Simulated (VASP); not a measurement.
# TlRu3 (Pm-3m) in VASP: further runs

The runs below take TlRu3 through relaxation of cell and atoms, single point, with PBE, PBE+U.

Program: VASP 6.6.1. These are calculated values, not measurements. Logs are shortened: lines on timing, memory, paths and dates and some standing lists are left out, and cuts for length are marked.

## (1) The cell of the first run

It takes space group Pm-3m (No. 221, cubic). Conventional cell: a = 3.986 Å, b = 3.986 Å, c = 3.986 Å, α = 90.00°, β = 90.00°, γ = 90.00°. Tl (site symmetry m-3m) has 12 Ru at 2.82 Å within 3.7 Å. Ru (site symmetry 4/mmm) has 4 Tl at 2.82 Å and 8 Ru at 2.82 Å within 3.7 Å.

## (2) Relaxation of cell and atoms, PBE

INCAR

```
SYSTEM = TlRu3
PREC     = Accurate       ! precision mode
ENCUT    = 600            ! plane-wave cutoff, eV
EDIFF    = 1E-7           ! SCF threshold, eV
ISMEAR   = 0              ! smearing method
SIGMA    = 0.1            ! smearing width, eV
LREAL    = .False.        ! projectors in reciprocal space
LASPH    = .True.         ! aspherical terms in the spheres
NELM     = 60             ! most SCF steps
ALGO     = Fast           ! electronic algorithm
ISIF     = 3              ! what is computed and relaxed
LWAVE    = .False.        ! write WAVECAR
LCHARG   = .False.        ! write CHGCAR
GGA      = PE             ! functional
IBRION   = 2              ! ionic algorithm
NSW      = 100            ! ionic steps
EDIFFG   = -0.01          ! ionic threshold
```

KPOINTS

```
Automatic mesh
0
Gamma
  12 12 12
  0 0 0
```

POSCAR

```
TlRu3
1.0
    3.9864754883      0.0000000000      0.0000000000
    0.0000000000      3.9864754883      0.0000000000
    0.0000000000      0.0000000000      3.9864754883
Tl Ru
1 3
Direct
    0.0000000000      0.0000000000      0.0000000000
    0.0000000000      0.5000000000      0.5000000000
    0.5000000000      0.0000000000      0.5000000000
    0.5000000000      0.5000000000      0.0000000000
```

Potentials or basis: VASP PAW PBE potentials, release 64 (Tl_d, Ru_pv).

On the command line:

```
$ cat potpaw_PBE.64/Tl_d/POTCAR potpaw_PBE.64/Ru_pv/POTCAR > POTCAR
$ mpirun -np 1 vasp_std > vasp.out
```

OUTCAR:

```text
SYSTEM = TlRu3
   PREC = Accurate
   ENCUT = 600
   EDIFF = 1E-7
   ISMEAR = 0
   LREAL = .False.
   LASPH = .True.
   NELM = 60
   ISIF = 3
   GGA = PE
   IBRION = 2
   NSW = 100
   EDIFFG = -0.01

 ion  position               nearest neighbor table
   1  0.000  0.000  0.000-   2 2.82   3 2.82   4 2.82   2 2.82   3 2.82   2 2.82   4 2.82   2 2.82
                             3 2.82   4 2.82   3 2.82   4 2.82
   2  0.000  0.500  0.500-   1 2.82   3 2.82   4 2.82   1 2.82   4 2.82   1 2.82   3 2.82   1 2.82
                             3 2.82   4 2.82   4 2.82   3 2.82
   3  0.500  0.000  0.500-   1 2.82   2 2.82   4 2.82   1 2.82   4 2.82   2 2.82   4 2.82   4 2.82
                             1 2.82   2 2.82   1 2.82   2 2.82
   4  0.500  0.500  0.000-   1 2.82   2 2.82   3 2.82   2 2.82   3 2.82   1 2.82   3 2.82   3 2.82
                             1 2.82   2 2.82   2 2.82   1 2.82

  LATTYP: Found a simple cubic cell.
 ALAT       =     3.9864754883

  Lattice vectors:

 A1 = (   3.9864754883,   0.0000000000,   0.0000000000)
 A2 = (   0.0000000000,   3.9864754883,   0.0000000000)
 A3 = (   0.0000000000,   0.0000000000,   3.9864754883)

Analysis of symmetry for initial positions (statically):
=====================================================================
 Subroutine PRICEL returns:
 Original cell was already a primitive cell.

 Routine SETGRP: Setting up the symmetry group for a
 simple cubic supercell.

 Subroutine GETGRP returns: Found 48 space group operations
 (whereof 48 operations were pure point group operations)
 out of a pool of 48 trial point group operations.

The static configuration has the point symmetry O_h .

Analysis of symmetry for dynamics (positions and initial velocities):
=====================================================================
 Subroutine PRICEL returns:
 Original cell was already a primitive cell.

 Routine SETGRP: Setting up the symmetry group for a
 simple cubic supercell.

 Subroutine GETGRP returns: Found 48 space group operations
 (whereof 48 operations were pure point group operations)
 out of a pool of 48 trial point group operations.

The dynamic configuration has the point symmetry O_h .

 Subroutine INISYM returns: Found 48 space group operations
 (whereof 48 operations are pure point group operations),
 and found     1 'primitive' translations

----------------------------------------------------------------------------------------

                                     Primitive cell

  volume of cell :      63.3530

  direct lattice vectors                    reciprocal lattice vectors
     3.986475488  0.000000000  0.000000000     0.250848150  0.000000000  0.000000000
     0.000000000  3.986475488  0.000000000     0.000000000  0.250848150  0.000000000
     0.000000000  0.000000000  3.986475488     0.000000000  0.000000000  0.250848150

  length of vectors
     3.986475488  3.986475488  3.986475488     0.250848150  0.250848150  0.250848150

  position of ions in fractional coordinates (direct lattice)
     0.000000000  0.000000000  0.000000000
     0.000000000  0.500000000  0.500000000
     0.500000000  0.000000000  0.500000000
     0.500000000  0.500000000  0.000000000

  ion indices of the primitive-cell ions
   primitive index   ion index
                 1           1
                 2           2
                 3           3
                 4           4

----------------------------------------------------------------------------------------

 KPOINTS: Automatic mesh

Automatic generation of k-mesh.
 Grid dimensions read from file:
 generate k-points for:   12   12   12

 Generating k-lattice:

  Cartesian coordinates                     Fractional coordinates (reciprocal lattice)
     0.020904012  0.000000000  0.000000000     0.083333333  0.000000000  0.000000000
     0.000000000  0.020904012  0.000000000     0.000000000  0.083333333  0.000000000
     0.000000000  0.000000000  0.020904012     0.000000000  0.000000000  0.083333333

  Length of vectors
     0.020904012  0.020904012  0.020904012

  Shift w.r.t. Gamma in fractional coordinates (k-lattice)
     0.000000000  0.000000000  0.000000000

 Subroutine IBZKPT returns following result:
 ===========================================

 Found     84 irreducible k-points:

 Following reciprocal coordinates:
            Coordinates               Weight
  0.000000  0.000000  0.000000      1.000000
  0.083333  0.000000  0.000000      6.000000
  0.166667  0.000000  0.000000      6.000000
  0.250000  0.000000  0.000000      6.000000
  0.333333  0.000000  0.000000      6.000000
  0.416667  0.000000  0.000000      6.000000
[... 16 lines left out ...]
  0.333333  0.333333  0.000000     12.000000
  0.416667  0.333333  0.000000     24.000000
 [... further k-points ...]
   k-points           NKPTS =     84   k-points in BZ     NKDIM =     84   number of bands    NBANDS=     33
   number of dos      NEDOS =    301   number of ions     NIONS =      4
   total plane-waves  NPLWV =  32768
   dimension x,y,z NGX =    32 NGY =   32 NGZ =   32
   dimension x,y,z NGXF=    64 NGYF=   64 NGZF=   64
   ions per type =               1   3
   NGX,Y,Z   is equivalent  to a cutoff of  13.34, 13.34, 13.34 a.u.
   NGXF,Y,Z  is equivalent  to a cutoff of  26.69, 26.69, 26.69 a.u.
 SYSTEM =  TlRu3
   PREC   = accura    normal or accurate (medium, high low for compatibility)
   ISTART =      0    job   : 0-new  1-cont  2-samecut
   ICHARG =      2    charge: 1-file 2-atom 10-const
   ISPIN  =      1    spin polarized calculation?
   LNONCOLLINEAR =      F non collinear calculations
   LSORBIT =      F    spin-orbit coupling
   LASPH  =      T    aspherical Exc in radial PAW
   ENCUT  =  600.0 eV  44.10 Ry    6.64 a.u.   7.96  7.96  7.96*2*pi/ulx,y,z
   NELM   =     60;   NELMIN=  2; NELMDL= -5     # of ELM steps
   EDIFF  = 0.1E-06   stopping-criterion for ELM
   LREAL  =      F    real-space projection
   EDIFFG = -.1E-01   stopping-criterion for IOM
   NSW    =    100    number of steps for IOM
   IBRION =      2    ionic relax: 0-MD 1-quasi-New 2-CG
   NFREE  =      1    steps in history (QN), initial steepest desc. (CG)
   ISIF   =      3    stress and relaxation
   ISYM   =      2    0-nonsym 1-usesym 2-fastsym
   POTIM  = 0.5000    time-step for ionic-motion
   TEBEG  =    0.0;   TEEND  =   0.0 temperature during run
   PSTRESS=    0.0 pullay stress
   NELECT =      55.0000    total number of electrons
   NUPDOWN=      -1.0000    fix difference up-down
   EMIN   =  10.00;   EMAX   =-10.00  energy-range for DOS
   EFERMI =   0.00;   METHOD = LEGACY
   ISMEAR =     0;   SIGMA  =   0.10  broadening in eV -4-tet -1-fermi 0-gaus
   EFERMI_NEDOS =   21; number of points for ismear=-14 and -15
   IALGO  =     68    algorithm
   IMIX   =      4    mixing-type and parameters
     AMIX     =   0.40;   BMIX     =  1.00
     AMIX_MAG =   1.60;   BMIX_MAG =  1.00
  volume/ion in A,a.u.               =      15.84       106.88
  Fermi-wavevector in a.u.,A,eV,Ry     =   1.561732  2.951246 33.184721  2.439008
  Thomas-Fermi vector in A             =   2.664755
   LORBIT       =      0    0 simple, 1 ext, 2 COOP (PROOUT), +10 PAW based schemes
   GGA     = PE    functional components
   LHFCALC =     F    Hartree Fock is set to
   AEXX    =    0.0000 exact exchange contribution
   IVDW    =     0    specifies the selected vdW correction
   LEPSILON=     F    determine dielectric tensor
   LRPA    =     F    only Hartree local field effects (RPA)
 conjugate gradient relaxation of ions
 non-spin polarized calculation
 RMM-DIIS sequential band-by-band and
 Gauss-broadening in eV      SIGMA  =   0.10
  energy-cutoff  :      600.00
  volume of cell :       63.35
 maximum number of plane-waves:      2176
 NGX is ok and might be reduce to    32
   NGX = 15   NGY = 15   NGZ = 15

--------------------------------------- Ionic step        1  -------------------------------------------

 number of electron      54.9999985 magnetization

 Free energy of the ion-electron system (eV)
  ---------------------------------------------------
  ext. energy  EPLUGINS =         0.00000000
  ---------------------------------------------------
  free energy    TOTEN  =       -27.10031999 eV

  energy without entropy =      -27.07579138  energy(sigma->0) =      -27.08805569

------------------------ aborting loop because EDIFF is reached ----------------------------------------

  FORCE on cell =-STRESS in cart. coord.  units (eV):
  Direction    XX          YY          ZZ          XY          YZ          ZX
  --------------------------------------------------------------------------------------
  -------------------------------------------------------------------------------------
  Total       -0.2161053     -0.2161053     -0.2161053      0.0000000     -0.0000000      0.0000000
  in kB       -5.4652322     -5.4652322     -5.4652322      0.0000000     -0.0000000      0.0000000
  external PRESSURE =      -5.4652322 kB  Pullay stress =       0.0000000 kB
[... 61 lines left out ...]
  energy  without entropy=      -27.0753218445  energy(sigma->0) =      -27.08740118

--------------------------------------- Ionic step        3  -------------------------------------------

 number of electron      54.9999985 magnetization

 Free energy of the ion-electron system (eV)
  ---------------------------------------------------
  ext. energy  EPLUGINS =         0.00000000
  ---------------------------------------------------
  free energy    TOTEN  =       -27.10060629 eV

  energy without entropy =      -27.07620432  energy(sigma->0) =      -27.08840530

 E-fermi :  11.2310     XC(G=0): -13.2456

 val. band max:       11.2104807466   @ k =   0.5000   0.5000   0.3333
 cond. band min:      11.2370888070   @ k =   0.2500   0.1667   0.0833
 fundamental gap:      0.0266080605
 Fermi energy:        11.2309627502

 k-point     1 :       0.0000    0.0000    0.0000
  band No.  band energies     occupation
      1     -31.4061      2.00000
      2     -31.4061      2.00000
      3     -31.4061      2.00000
      4     -31.0946      2.00000
      5     -31.0946      2.00000
      6     -31.0946      2.00000
[... 853 lines left out ...]
     32      14.3185      0.00000
     33      15.2347      0.00000

 [... further k-points ...]

------------------------ aborting loop because EDIFF is reached ----------------------------------------

  FORCE on cell =-STRESS in cart. coord.  units (eV):
  Direction    XX          YY          ZZ          XY          YZ          ZX
  --------------------------------------------------------------------------------------
  -------------------------------------------------------------------------------------
  Total        0.0038921      0.0038921      0.0038921      0.0000000     -0.0000000     -0.0000000
  in kB        0.0986908      0.0986908      0.0986908      0.0000000     -0.0000000     -0.0000000
  external PRESSURE =       0.0986908 kB  Pullay stress =       0.0000000 kB
[... 19 lines left out ...]
  FREE ENERGIE OF THE ION-ELECTRON SYSTEM (eV)
  ---------------------------------------------------
  free  energy   TOTEN  =       -27.1006062899 eV

  energy  without entropy=      -27.0762043196  energy(sigma->0) =      -27.08840530

 reached required accuracy - stopping structural energy minimisation
```

Run time: 5.4 min. Hardware: 1 thread of Oxide Virtual Turin-like, shared host; peak memory 0.29 GiB.

What came out:

```yaml
Free_energy: -27.1006 eV
Relaxed_volume: 15.80 Å³/atom
Relaxed_cell: a = 3.983 Å, b = 3.983 Å, c = 3.983 Å, α = 90.00°, β = 90.00°, γ = 90.00°
Space_group_after_relaxing_to_0.1_Å: Pm-3m (No. 221)
Energy_gained_by_relaxing: 0.1 meV/atom
Ionic_steps: 3
Pressure_after_relaxing: 0.0 GPa
Band_gap_on_the_k_mesh: zero (an odd number of electrons rules out a gap without spin polarisation)
```

The path:
```csv
step,energy change (eV),largest force (eV/Å),pressure (GPa),volume (Å³)
1,0.0000,0.0000,-0.55,63.35
2,0.0008,0.0000,1.12,62.86
3,-0.0003,0.0000,0.01,63.19
```

Final structure:
```cif
data_structure
_symmetry_space_group_name_H-M 'P 1'
_symmetry_Int_Tables_number 1
_cell_length_a 3.9830
_cell_length_b 3.9830
_cell_length_c 3.9830
_cell_angle_alpha 90.000
_cell_angle_beta 90.000
_cell_angle_gamma 90.000
_cell_volume 63.19
loop_
_atom_site_label
_atom_site_type_symbol
_atom_site_fract_x
_atom_site_fract_y
_atom_site_fract_z
_atom_site_occupancy
Tl1 Tl 0.00000 0.00000 0.00000 1
Ru1 Ru 0.00000 0.50000 0.50000 1
Ru2 Ru 0.50000 0.00000 0.50000 1
Ru3 Ru 0.50000 0.50000 0.00000 1
```

Caveat: spin-orbit coupling is left out, which moves the levels of the heavy elements.

## (3) Single point, PBE+U

This run uses another cell than the first one, of 15.80 Å³/atom.

INCAR

```
SYSTEM = TlRu3
PREC = Accurate
ENCUT = 520
EDIFF = 1E-7
ISMEAR = 0
SIGMA = 0.1
LREAL = .False.
LASPH = .True.
NELM = 150
ALGO = Normal
ISIF = 2
LWAVE = .False.
LCHARG = .False.
LMAXMIX = 4
LDAU = .True.
LDAUTYPE = 2
LDAUL = -1 2
LDAUU = 0 5
LDAUJ = 0 0
LDAUPRINT = 1
GGA = PE
NBANDS = 36
```

KPOINTS

```
regular mesh
0
Gamma
  12 12 12
  0 0 0
```

POSCAR

```
TlRu3
1.0
    3.9829807412      0.0000000000      0.0000000000
    0.0000000000      3.9829807412      0.0000000000
    0.0000000000      0.0000000000      3.9829807412
Tl Ru
1 3
Direct
    0.0000000000      0.0000000000      0.0000000000
    0.0000000000      0.5000000000      0.5000000000
    0.5000000000      0.0000000000      0.5000000000
    0.5000000000      0.5000000000      0.0000000000
```

Potentials or basis: VASP PAW PBE potentials, release 64 (Tl_d, Ru_pv).

On the command line:

```
$ cat potpaw_PBE.64/Tl_d/POTCAR potpaw_PBE.64/Ru_pv/POTCAR > POTCAR
$ mpirun -np 1 vasp_std > vasp.out
```

Wall time 3.7 min (1 thread of Oxide Virtual Turin-like, shared host); peak memory 0.24 GiB.

Results (log left out):

- Free energy: -9.4517 eV
- Pressure: -1.6 GPa
- Band gap on the k mesh: zero (an odd number of electrons rules out a gap without spin polarisation)

Levels at points of the mesh, in eV from the Fermi level:
| k point | band 25 | band 26 | band 27 | band 28 | band 29 | band 30 | band 31 | band 32 |
| --- | --- | --- | --- | --- | --- | --- | --- | --- |
| (0.00, 0.00, 0.00) | 1.11 | 1.11 | 1.23 | 1.32 | 1.32 | 1.32 | 1.43 | 1.43 |
| (0.50, 0.00, 0.00) | -1.36 | -1.12 | -1.12 | -0.45 | -0.33 | 1.07 | 1.43 | 5.54 |
| (0.50, 0.50, 0.00) | -1.19 | -0.83 | -0.69 | -0.69 | -0.57 | 0.21 | 1.02 | 2.87 |
| (0.50, 0.50, 0.50) | -0.57 | -0.57 | 0.04 | 0.04 | 0.04 | 0.65 | 1.12 | 1.12 |

Eigenvalues of the final occupation matrices:
| site | spin | trace | eigenvalues |
| --- | --- | --- | --- |
| site 2 d | 1 | 3.07 | 0.39 0.64 0.64 0.65 0.75 |
| site 2 d | 2 | 3.07 | 0.39 0.64 0.64 0.65 0.75 |
| site 3 d | 1 | 3.07 | 0.39 0.64 0.64 0.65 0.75 |
| site 3 d | 2 | 3.07 | 0.39 0.64 0.64 0.65 0.75 |
| site 4 d | 1 | 3.07 | 0.39 0.64 0.64 0.65 0.75 |
| site 4 d | 2 | 3.07 | 0.39 0.64 0.64 0.65 0.75 |

Caveat: spin-orbit coupling is left out, which moves the levels of the heavy elements; U without spin polarisation on a metal has little footing; the U is typed as a test and isn't derived for this compound.

The gap in the log of VASP goes by the Fermi energy; the results here count the filled bands.